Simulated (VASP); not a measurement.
# BaO: single point with PBE+D3(BJ)

The system is BaO.

```xyz
2
Lattice="0.0000 2.6939 2.6939 2.6939 0.0000 2.6939 2.6939 2.6939 0.0000" Properties=species:S:1:pos:R:3 pbc="T T T"
Ba    0.0000    0.0000    0.0000
O     2.6939    2.6939    2.6939
```

```
Program             : VASP 6.6.1
Task                : single point
Functional          : PBE
Dispersion          : D3(BJ)
Potentials or basis : VASP PAW PBE potentials, release 64 (Ba_sv, O)
Cutoff              : 600 eV
k mesh              : 5 × 5 × 5
Occupations         : gaussian, width 0.01 eV
Spin                : no spin polarisation
```

```json
{
 "Pressure": "9.1 GPa",
 "Band gap on the k mesh": "1.95 eV, indirect (least direct gap 2.18 eV)",
 "Dispersion energy per atom": "-0.247 eV"
}
```

Levels at points of the mesh, in eV from the valence-band top:
| k point | band 4 | band 5 | band 6 | band 7 | band 8 | band 9 | band 10 | band 11 | band 12 | band 13 |
| --- | --- | --- | --- | --- | --- | --- | --- | --- | --- | --- |
| (0.00, 0.00, 0.00) | -10.18 | -10.18 | -0.46 | -0.46 | -0.46 | 4.02 | 4.71 | 4.71 | 4.71 | 7.20 |

It took 12 s on 1 thread of AMD EPYC 7R13 Processor (Zen 3), with other jobs on the host, peak memory 0.15 GiB.

Caveat: spin-orbit coupling is left out, which moves the levels of the heavy elements. A k mesh can miss the band edges.
